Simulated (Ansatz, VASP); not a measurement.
**Two plane-wave programs on Hf4Cl**

```xyz
10
Lattice="0.0000 4.7658 4.7658 4.7658 0.0000 4.7658 4.7658 4.7658 0.0000" Properties=species:S:1:pos:R:3 pbc="T T T"
Hf    2.3829    4.7658    4.7658
Hf    7.1487    4.7658    4.7658
Hf    4.7658    2.3829    4.7658
Hf    4.7658    7.1487    4.7658
Hf    4.7658    4.7658    2.3829
Hf    4.7658    4.7658    7.1487
Hf    2.3829    2.3829    2.3829
Hf    7.1486    7.1486    7.1486
Cl    4.7658    4.7658    4.7658
Cl    0.0000    0.0000    0.0000
```

Alike in both runs: functional PBE; k mesh 4 × 4 × 4; occupations gaussian, width 0.1 eV; no spin polarisation.

Ansatz relaxed the structure, and its values are those at the end. VASP's run is a single point on that final structure, the one shown.

|  | VASP | Ansatz |
| --- | --- | --- |
| version | VASP 6.6.1 | Ansatz 0.2.0 |
| potentials or method | VASP PAW PBE potentials, release 64 (Hf_pv, Cl), cutoff 520 eV | scalar-relativistic, plane waves, PAW |
| valence electrons in the cell | 94 | 222 |

Ansatz gave:

* gap on the k mesh at the Fermi level (eV): none
* pressure (GPa): 0.0

Question: What did VASP give for the same quantities?

Answer: gap on the k mesh at the Fermi level (eV): none; pressure (GPa): -0.4.

A gap of «none» marks a metal or a gap that the smearing closes. VASP's potentials hold 94 valence electrons a cell and Ansatz's 222, so a difference there can come from the potentials and not from the codes.

Neither program's run includes spin-orbit coupling.
